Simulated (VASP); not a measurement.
Write the native input for VASP 6.6.1 that does the following.

```yaml
Task: single point
Functional: r2SCAN
Potentials_or_basis: VASP PAW PBE potentials, release 64 (Sc_sv, Sb, H)
Cutoff: 520 eV
k_mesh: 3 × 3 × 5
Occupations: fermi-dirac, width 0.024 eV
Spin: no spin polarisation
Dipole_correction: no
Further_INCAR_settings: ALGO = Normal; EDIFF = 1e-07; NBANDS = 48; ISYM = 0
```

Crystal: Sc6Sb2H.

```
CELL_PARAMETERS angstrom
3.81275 6.60387 0.00000
-3.81275 6.60387 0.00000
0.00000 0.00000 3.95698
ATOMIC_POSITIONS crystal
Sc 0.23400 0.76600 0.00000
Sc 0.76600 0.00000 0.00000
Sc 0.00000 0.23400 0.00000
Sc 0.60500 0.39500 0.50000
Sc 0.39500 0.00000 0.50000
Sc 0.00000 0.60500 0.50000
Sb 0.33330 0.33340 0.00000
Sb 0.66670 0.66660 0.00000
H 0.00000 0.00000 0.50000
```

One way to write it, as run:

POSCAR

```
Sc6Sb2H
1.0
    3.8127480000      6.6038690000      0.0000000000
   -3.8127480000      6.6038690000      0.0000000000
    0.0000000000      0.0000000000      3.9569760000
Sc Sb H
6 2 1
Direct
    0.2340000000      0.7660000000      0.0000000000
    0.7660000000      0.0000000000      0.0000000000
    0.0000000000      0.2340000000      0.0000000000
    0.6050000000      0.3950000000      0.5000000000
    0.3950000000      0.0000000000      0.5000000000
    0.0000000000      0.6050000000      0.5000000000
    0.3333000000      0.3334000000      0.0000000000
    0.6667000000      0.6666000000      0.0000000000
    0.0000000000      0.0000000000      0.5000000000
```

INCAR.step1

```
SYSTEM = Sc6Sb2H
PREC = Accurate ; ENCUT = 520
ISMEAR = -1 ; SIGMA = 0.024
LREAL = .FALSE. ; LASPH = .TRUE.
NELM = 80 ; NBANDS = 48
ISYM = 0 ; GGA = PE
ALGO = Normal ; EDIFF = 1E-4
LWAVE = .TRUE. ; LCHARG = .FALSE.
```

INCAR.step2

```
SYSTEM = Sc6Sb2H
PREC = Accurate ; ENCUT = 520
EDIFF = 1E-7 ; ISMEAR = -1
SIGMA = 0.024 ; LREAL = .FALSE.
LASPH = .TRUE. ; NELM = 80
ALGO = Normal ; ISIF = 2
LWAVE = .FALSE. ; LCHARG = .TRUE.
METAGGA = R2SCAN ; LMIXTAU = .TRUE.
LELF = .TRUE. ; LVHAR = .TRUE.
NBANDS = 48 ; ISYM = 0
ISTART = 1
```

KPOINTS

```
Automatic mesh
0
G
  3 3 5
  0 0 0
```

Potentials or basis: VASP PAW PBE potentials, release 64 (Sc_sv, Sb, H).

Launch:

```bash
$ cat potpaw_PBE.64/Sc_sv/POTCAR potpaw_PBE.64/Sb/POTCAR potpaw_PBE.64/H/POTCAR > POTCAR
$ cp INCAR.step1 INCAR
$ mpirun -np 1 vasp_std > vasp.out
$ cp INCAR.step2 INCAR
$ mpirun -np 1 vasp_std > vasp.out
```

Results of the run:

```json
{
 "Pressure": "-1.6 GPa",
 "Largest force": "0.750 eV/Å",
 "Band gap on the k mesh": "zero (an odd number of electrons rules out a gap without spin polarisation)"
}
```

Caveat: the stress differs along the axes, from -6 to 0 GPa; the PAW data sets were made with another functional, which shifts forces and pressure a little; spin-orbit coupling is left out, which moves the levels of the heavy elements.

Run time: 25 min on 1 thread of Intel(R) Xeon(R) Platinum 8259CL CPU @ 2.50GHz (Skylake/Cascade Lake) (shared host), peak memory 0.46 GiB.
